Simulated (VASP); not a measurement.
# Zn2GeN (P-6m2) in VASP: further runs

Runs on Zn2GeN. Level: PBE. Tasks: single point, relaxation of cell and atoms.

Everything below comes from runs of VASP 6.6.1. Logs are shortened: lines on timing, memory, paths and dates and some standing lists are left out, and cuts for length are marked.

### 1 The cell of the first run

Symmetry: P-6m2, No. 187, hexagonal system. The conventional cell has a = 3.893 Å, b = 3.893 Å, c = 4.393 Å, α = 90.00°, β = 90.00°, γ = 120.00°. Zn (site symmetry -6m2) has 3 N at 2.25 Å and 3 Zn at 2.25 Å within 3.0 Å. Zn (site symmetry -6m2) has 2 Ge at 2.20 Å and 3 N at 2.25 Å and 3 Zn at 2.25 Å within 2.9 Å. Ge (site symmetry -6m2) has 2 Zn at 2.20 Å within 2.9 Å. Within 3.0 Å of N (site symmetry -6m2) lie 6 Zn at 2.25 Å.

### 2 Single point, PBE

File INCAR:

```
SYSTEM = Zn2GeN
  ALGO = Normal
  EDIFF = 1E-6
  ENCUT = 520
  GGA = PE
  ISIF = 2
  ISMEAR = 0
  LASPH = .TRUE.
  LCHARG = .TRUE.
  LELF = .TRUE.
  LREAL = .FALSE.
  LVHAR = .TRUE.
  LWAVE = .FALSE.
  NBANDS = 30
  NELM = 100
  PREC = Accurate
  SIGMA = 0.1
```

File KPOINTS:

```
k-points
0
G
  6 6 4
  0 0 0
```

File POSCAR:

```
Zn2GeN
1.0
    3.8930753500      0.0000000000      0.0000000000
   -1.9465376700      3.3715021500      0.0000000000
    0.0000000000      0.0000000000      4.3932189300
Zn Ge N
2 1 1
Direct
    0.6666666700      0.3333333300      0.5000000000
    0.3333333300      0.6666666700      0.5000000000
    0.3333333300      0.6666666700      0.0000000000
    0.0000000000      0.0000000000      0.5000000000
```

Potentials or basis: VASP PAW PBE potentials, release 64 (Zn, Ge_d, N).

The run is started by

```sh
> cat potpaw_PBE.64/Zn/POTCAR potpaw_PBE.64/Ge_d/POTCAR potpaw_PBE.64/N/POTCAR > POTCAR
> mpirun -np 1 vasp_std > vasp.out
```

OUTCAR:

```text
SYSTEM = Zn2GeN
   EDIFF = 1E-6
   ENCUT = 520
   GGA = PE
   ISIF = 2
   ISMEAR = 0
   LASPH = .TRUE.
   LREAL = .FALSE.
   NELM = 100
   PREC = Accurate

 ion  position               nearest neighbor table
   1  0.667  0.333  0.500-   4 2.25   2 2.25   2 2.25   4 2.25   4 2.25   2 2.25
   2  0.333  0.667  0.500-   3 2.20   3 2.20   4 2.25   1 2.25   1 2.25   4 2.25   4 2.25   1 2.25

   3  0.333  0.667  0.000-   2 2.20   2 2.20
   4  0.000  0.000  0.500-   1 2.25   2 2.25   2 2.25   1 2.25   1 2.25   2 2.25

  LATTYP: Found a hexagonal cell.
 ALAT       =     3.8930753500
 C/A-ratio  =     1.1284700487

  Lattice vectors:

 A1 = (   3.8930753500,   0.0000000000,   0.0000000000)
 A2 = (  -1.9465376700,   3.3715021500,   0.0000000000)
 A3 = (   0.0000000000,   0.0000000000,   4.3932189300)

Analysis of symmetry for initial positions (statically):
=====================================================================
 Subroutine PRICEL returns:
 Original cell was already a primitive cell.

 Routine SETGRP: Setting up the symmetry group for a
 hexagonal supercell.

 Subroutine GETGRP returns: Found 12 space group operations
 (whereof 12 operations were pure point group operations)
 out of a pool of 24 trial point group operations.

The static configuration has the point symmetry D_3h.

Analysis of symmetry for dynamics (positions and initial velocities):
=====================================================================
 Subroutine PRICEL returns:
 Original cell was already a primitive cell.

 Routine SETGRP: Setting up the symmetry group for a
 hexagonal supercell.

 Subroutine GETGRP returns: Found 12 space group operations
 (whereof 12 operations were pure point group operations)
 out of a pool of 24 trial point group operations.

The dynamic configuration has the point symmetry D_3h.

 Subroutine INISYM returns: Found 12 space group operations
 (whereof 12 operations are pure point group operations),
 and found     1 'primitive' translations

----------------------------------------------------------------------------------------

                                     Primitive cell

  volume of cell :      57.6632

  direct lattice vectors                    reciprocal lattice vectors
     3.893075350  0.000000000  0.000000000     0.256866336  0.148301848  0.000000000
    -1.946537670  3.371502150  0.000000000     0.000000000  0.296603696  0.000000000
[... 78 lines left out ...]
   ICHARG =      2    charge: 1-file 2-atom 10-const
   ISPIN  =      1    spin polarized calculation?
   LNONCOLLINEAR =      F non collinear calculations
   LSORBIT =      F    spin-orbit coupling
   LASPH  =      T    aspherical Exc in radial PAW
   ENCUT  =  520.0 eV  38.22 Ry    6.18 a.u.   7.24  7.24  8.17*2*pi/ulx,y,z
   NELM   =    100;   NELMIN=  2; NELMDL= -5     # of ELM steps
   EDIFF  = 0.1E-05   stopping-criterion for ELM
   LREAL  =      F    real-space projection
[... 7 lines left out ...]
   TEBEG  =    0.0;   TEEND  =   0.0 temperature during run
   PSTRESS=    0.0 pullay stress
   NELECT =      43.0000    total number of electrons
   NUPDOWN=      -1.0000    fix difference up-down
   EMIN   =  10.00;   EMAX   =-10.00  energy-range for DOS
   EFERMI =   0.00;   METHOD = LEGACY
   ISMEAR =     0;   SIGMA  =   0.10  broadening in eV -4-tet -1-fermi 0-gaus
   EFERMI_NEDOS =   21; number of points for ismear=-14 and -15
   IALGO  =     38    algorithm
   IMIX   =      4    mixing-type and parameters
     AMIX     =   0.40;   BMIX     =  1.00
     AMIX_MAG =   1.60;   BMIX_MAG =  1.00
  volume/ion in A,a.u.               =      14.42        97.28
  Fermi-wavevector in a.u.,A,eV,Ry     =   1.484561  2.805413 29.986157  2.203920
  Thomas-Fermi vector in A             =   2.598082
   LORBIT       =      0    0 simple, 1 ext, 2 COOP (PROOUT), +10 PAW based schemes
   GGA     = PE    functional components
   LHFCALC =     F    Hartree Fock is set to
   AEXX    =    0.0000 exact exchange contribution
   IVDW    =     0    specifies the selected vdW correction
   LEPSILON=     F    determine dielectric tensor
   LRPA    =     F    only Hartree local field effects (RPA)
 non-spin polarized calculation
 Gauss-broadening in eV      SIGMA  =   0.10
  energy-cutoff  :      520.00
  volume of cell :       57.66
 maximum number of plane-waves:      1576
 NGX is ok and might be reduce to    30
   NGX = 15   NGY = 15   NGZ = 17

 number of electron      42.9999983 magnetization

 Free energy of the ion-electron system (eV)
  ---------------------------------------------------
  ext. energy  EPLUGINS =         0.00000000
  ---------------------------------------------------
  free energy    TOTEN  =        -9.90594734 eV

  energy without entropy =       -9.90085205  energy(sigma->0) =       -9.90339970

 E-fermi :   4.3296     XC(G=0): -11.2084

 val. band max:        4.3185203997   @ k =   0.1667   0.1667   0.5000
 cond. band min:       4.3777286889   @ k =   0.3333   0.3333   0.0000
 fundamental gap:      0.0592082892
 Fermi energy:         4.3295790744

 k-point     1 :       0.0000    0.0000    0.0000
  band No.  band energies     occupation
      1     -20.7202      2.00000
      2     -20.7199      2.00000
      3     -20.7199      2.00000
      4     -20.6572      2.00000
      5     -20.6572      2.00000
      6     -11.0053      2.00000
[... 682 lines left out ...]
     29      15.7986      0.00000
     30      16.0296      0.00000

------------------------ aborting loop because EDIFF is reached ----------------------------------------

  FORCE on cell =-STRESS in cart. coord.  units (eV):
  Direction    XX          YY          ZZ          XY          YZ          ZX
  --------------------------------------------------------------------------------------
  -------------------------------------------------------------------------------------
  Total        6.1705886      6.1705886     12.1318486      0.0000000      0.0000000      0.0000000
  in kB      171.4502325    171.4502323    337.0842560      0.0000003      0.0000000      0.0000000
  external PRESSURE =     226.6615736 kB  Pullay stress =       0.0000000 kB

 VOLUME and BASIS-vectors are now :
 -----------------------------------------------------------------------------
  energy-cutoff  :      520.00
  volume of cell :       57.66
      direct lattice vectors                 reciprocal lattice vectors
     3.893075350  0.000000000  0.000000000     0.256866336  0.148301848  0.000000000
    -1.946537670  3.371502150  0.000000000     0.000000000  0.296603696  0.000000000
     0.000000000  0.000000000  4.393218930     0.000000000  0.000000000  0.227623530

 POSITION                                       TOTAL-FORCE (eV/Angst)
 -----------------------------------------------------------------------------------
      1.94654      1.12383      2.19661         0.000000     -0.000000      0.000000
     -0.00000      2.24767      2.19661         0.000000      0.000000      0.000000
     -0.00000      2.24767      0.00000         0.000000     -0.000000      0.000000
      0.00000      0.00000      2.19661        -0.000000      0.000000      0.000000
 -----------------------------------------------------------------------------------
    total drift:                                0.000016     -0.000010      0.000000

  FREE ENERGIE OF THE ION-ELECTRON SYSTEM (eV)
  ---------------------------------------------------
  free  energy   TOTEN  =        -9.9059473443 eV

  energy  without entropy=       -9.9008520537  energy(sigma->0) =       -9.90339970
```

OSZICAR:

```text
N       E                     dE             d eps       ncg     rms          rms(c)
DAV:   1     0.334722432927E+03    0.33472E+03   -0.20693E+04  1470   0.312E+03
DAV:   2     0.383101482594E+02   -0.29641E+03   -0.28421E+03  1260   0.604E+02
DAV:   3    -0.102550976788E+02   -0.48565E+02   -0.47707E+02  1422   0.168E+02
DAV:   4    -0.121705541672E+02   -0.19155E+01   -0.19116E+01  1410   0.360E+01
DAV:   5    -0.121975657609E+02   -0.27012E-01   -0.27009E-01  1416   0.466E+00    0.120E+01
DAV:   6    -0.107879366748E+02    0.14096E+01   -0.21876E+01  1928   0.549E+01    0.111E+01
DAV:   7    -0.993527809922E+01    0.85266E+00   -0.55877E+00  1662   0.154E+01    0.541E+00
DAV:   8    -0.991069408145E+01    0.24584E-01   -0.49470E-01  1368   0.526E+00    0.113E+00
DAV:   9    -0.990590616692E+01    0.47879E-02   -0.34692E-02  1418   0.259E+00    0.306E-01
DAV:  10    -0.990610106291E+01   -0.19490E-03   -0.41248E-03  1398   0.509E-01    0.169E-01
DAV:  11    -0.990596911872E+01    0.13194E-03   -0.65985E-04  1758   0.363E-01    0.305E-02
DAV:  12    -0.990594781349E+01    0.21305E-04   -0.13976E-04  1604   0.158E-01    0.914E-03
DAV:  13    -0.990594716317E+01    0.65032E-06   -0.17768E-05  1440   0.381E-02    0.393E-03
DAV:  14    -0.990594734430E+01   -0.18113E-06   -0.13675E-06   810   0.190E-02
   1 F= -.99059473E+01 E0= -.99033997E+01  d E =-.509529E-02
```

stdout:

```text
POSCAR found type information on POSCAR ZnGeN
 POSCAR found :  3 types and       4 ions
 scaLAPACK will be used
 LDA part: xc-table for (Slater+PW92), standard interpolation
 POSCAR, INCAR and KPOINTS ok, starting setup
 FFT: planning ... GRIDC
 FFT: planning ... GRID_SOFT
 FFT: planning ... GRID
 WAVECAR not read
 entering main loop
```

Wall time 43 s (1 thread of Intel Xeon 6975P-C, shared host); peak memory 0.2 GiB.

What came out:

| Item | Value |
| --- | --- |
| Free energy | -9.9059 eV |
| Pressure | 22.7 GPa |

### 3 Single point, PBE

This run uses another cell than the first one, of 17.71 Å³/atom, 1.229 times its volume.

File INCAR:

```
SYSTEM = Zn2GeN
PREC = Accurate
ENCUT = 520
EDIFF = 1E-6
ISMEAR = 0
SIGMA = 0.1
LREAL = .False.
LASPH = .True.
NELM = 100
ALGO = Normal
ISIF = 2
LWAVE = .False.
LCHARG = .False.
GGA = PE
NBANDS = 30
```

File KPOINTS:

```
regular mesh
0
Gamma
  6 6 4
  0 0 0
```

File POSCAR:

```
Zn2GeN
1.0
    4.0380606021     -0.0000000030      0.0000000000
   -2.0190302985      3.4970630650      0.0000000000
    0.0000000000      0.0000000000      5.0174750884
Zn Ge N
2 1 1
Direct
    0.6666666667      0.3333333333      0.5000000000
    0.3333333333      0.6666666667      0.5000000000
    0.3333333333      0.6666666667      0.0000000000
    0.0000000000      0.0000000000      0.5000000000
```

Potentials or basis: VASP PAW PBE potentials, release 64 (Zn, Ge_d, N).

The run is started by

```sh
> cat potpaw_PBE.64/Zn/POTCAR potpaw_PBE.64/Ge_d/POTCAR potpaw_PBE.64/N/POTCAR > POTCAR
> mpirun -np 1 vasp_std > vasp.out
```

OUTCAR:

```text
SYSTEM = Zn2GeN
   PREC = Accurate
   ENCUT = 520
   EDIFF = 1E-6
   ISMEAR = 0
   LREAL = .False.
   LASPH = .True.
   NELM = 100
   ISIF = 2
   GGA = PE

 ion  position               nearest neighbor table
   1  0.667  0.333  0.500-   2 2.33   4 2.33   2 2.33   4 2.33   4 2.33   2 2.33
   2  0.333  0.667  0.500-   1 2.33   4 2.33   1 2.33   4 2.33   4 2.33   1 2.33   3 2.51   3 2.51

   3  0.333  0.667  0.000-   2 2.51   2 2.51
   4  0.000  0.000  0.500-   1 2.33   2 2.33   1 2.33   2 2.33   1 2.33   2 2.33

  LATTYP: Found a hexagonal cell.
 ALAT       =     4.0380606021
 C/A-ratio  =     1.2425457621
[... 885 lines left out ...]
  --------------------------------------------------------------------------------------
  -------------------------------------------------------------------------------------
  Total        0.1442289      0.1442289      0.1750245     -0.0000000      0.0000000      0.0000000
  in kB        3.2613787      3.2613787      3.9577464     -0.0000000      0.0000000      0.0000000
  external PRESSURE =       3.4935012 kB  Pullay stress =       0.0000000 kB

 VOLUME and BASIS-vectors are now :
 -----------------------------------------------------------------------------
  energy-cutoff  :      520.00
  volume of cell :       70.85
      direct lattice vectors                 reciprocal lattice vectors
     4.038060602 -0.000000003  0.000000000     0.247643634  0.142977118  0.000000000
    -2.019030299  3.497063065  0.000000000     0.000000000  0.285954237  0.000000000
     0.000000000  0.000000000  5.017475088     0.000000000  0.000000000  0.199303431

 POSITION                                       TOTAL-FORCE (eV/Angst)
 -----------------------------------------------------------------------------------
      2.01903      1.16569      2.50874        -0.000000     -0.000000      0.000000
      0.00000      2.33138      2.50874        -0.000000      0.000000      0.000000
      0.00000      2.33138      0.00000         0.000000     -0.000000      0.000000
      0.00000      0.00000      2.50874         0.000000     -0.000000      0.000000
 -----------------------------------------------------------------------------------
    total drift:                                0.000000     -0.000000     -0.000000

  FREE ENERGIE OF THE ION-ELECTRON SYSTEM (eV)
  ---------------------------------------------------
  free  energy   TOTEN  =       -10.8304511779 eV

  energy  without entropy=      -10.8245608948  energy(sigma->0) =      -10.82750604
```

Wall time 65 s (1 thread of Intel Xeon 6975P-C, shared host); peak memory 0.2 GiB.

What came out:

```
Free energy : -10.8305 eV
Pressure    : 0.3 GPa
```

### 4 Relaxation of cell and atoms, PBE

File INCAR:

```
ALGO     = Normal         # electronic algorithm
EDIFF    = 1E-6           # SCF threshold, eV
EDIFFG   = -0.04          # ionic threshold
ENCUT    = 600            # plane-wave cutoff, eV
GGA      = PE             # functional
IBRION   = 2              # ionic algorithm
ISIF     = 3              # what is computed and relaxed
ISMEAR   = 0              # smearing method
LASPH    = True           # aspherical terms in the spheres
LCHARG   = False          # write CHGCAR
LREAL    = False          # projectors in reciprocal space
LWAVE    = False          # write WAVECAR
NELM     = 80             # most SCF steps
NSW      = 90             # ionic steps
PREC     = Accurate       # precision mode
SIGMA    = 0.1            # smearing width, eV
```

File KPOINTS:

```
k-points
0
Gamma
  6 6 4
```

File POSCAR:

```
Zn2GeN
1.0
    3.8930753500      0.0000000000      0.0000000000
   -1.9465376700      3.3715021500      0.0000000000
    0.0000000000      0.0000000000      4.3932189300
Zn Ge N
2 1 1
Direct
    0.6666666700      0.3333333300      0.5000000000
    0.3333333300      0.6666666700      0.5000000000
    0.3333333300      0.6666666700      0.0000000000
    0.0000000000      0.0000000000      0.5000000000
```

The run is started by

```sh
> cat potpaw_PBE.64/Zn/POTCAR potpaw_PBE.64/Ge_d/POTCAR potpaw_PBE.64/N/POTCAR > POTCAR
> mpirun -np 1 vasp_std > vasp.out
```

It took 3.4 min on 1 thread of Intel Xeon 6975P-C, shared host; peak memory 0.22 GiB.

Results (log left out):

- Free energy: -10.8253 eV
- Relaxed volume: 17.82 Å³/atom
- Relaxed cell: a = 4.045 Å, b = 4.045 Å, c = 5.030 Å, α = 90.00°, β = 90.00°, γ = 120.00°
- Space group after relaxing (to 0.05 Å): P-6m2 (No. 187)
- Energy gained by relaxing: 229.5 meV/atom
- Ionic steps: 7
- Pressure after relaxing: -0.1 GPa

The path:
| step | energy change (eV) | largest force (eV/Å) | pressure (GPa) | volume (Å³) |
| --- | --- | --- | --- | --- |
| 1 | 0.0000 | 0.0000 | 22.59 | 57.66 |
| 2 | -0.8224 | 0.0000 | -4.49 | 76.23 |
| 3 | -0.8814 | 0.0000 | -0.47 | 71.19 |
| 4 | -0.8817 | 0.0000 | -0.89 | 71.63 |
| 5 | -0.9129 | 0.0000 | -0.10 | 71.04 |
| 6 | -0.9172 | 0.0000 | 0.50 | 70.71 |
| 7 | -0.9180 | 0.0000 | -0.08 | 71.26 |

Final structure:
```yaml
crystal:
  lattice:
    - [4.04479, 0.00000, 0.00000]
    - [-2.02240, 3.50289, 0.00000]
    - [0.00000, 0.00000, 5.02954]
  atoms:
    - { symbol: Zn, position: [0.66667, 0.33333, 0.50000] }
    - { symbol: Zn, position: [0.33333, 0.66667, 0.50000] }
    - { symbol: Ge, position: [0.33333, 0.66667, 0.00000] }
    - { symbol: N, position: [0.00000, 0.00000, 0.50000] }
```

Levels at points of the mesh, in eV from the Fermi level:
| k point | band 18 | band 19 | band 20 | band 21 | band 22 | band 23 | band 24 | band 25 |
| --- | --- | --- | --- | --- | --- | --- | --- | --- |
| (0.00, 0.00, 0.00) | -4.15 | -2.18 | -1.75 | -1.75 | 0.67 | 1.28 | 1.28 | 4.18 |
| (0.50, 0.00, 0.00) | -4.77 | -3.81 | -2.04 | -1.84 | -1.07 | 0.88 | 1.53 | 3.43 |
| (0.00, 0.00, 0.50) | -4.73 | -1.70 | -1.70 | -1.39 | 2.22 | 2.22 | 3.17 | 3.17 |
| (0.50, 0.00, 0.50) | -6.22 | -3.66 | -2.79 | -1.78 | -0.11 | 1.26 | 1.81 | 4.72 |

Caveat: the volume moved by over 15 % at a fixed basis, so the end points are rough.

(Part 1 of 2 ends here.)
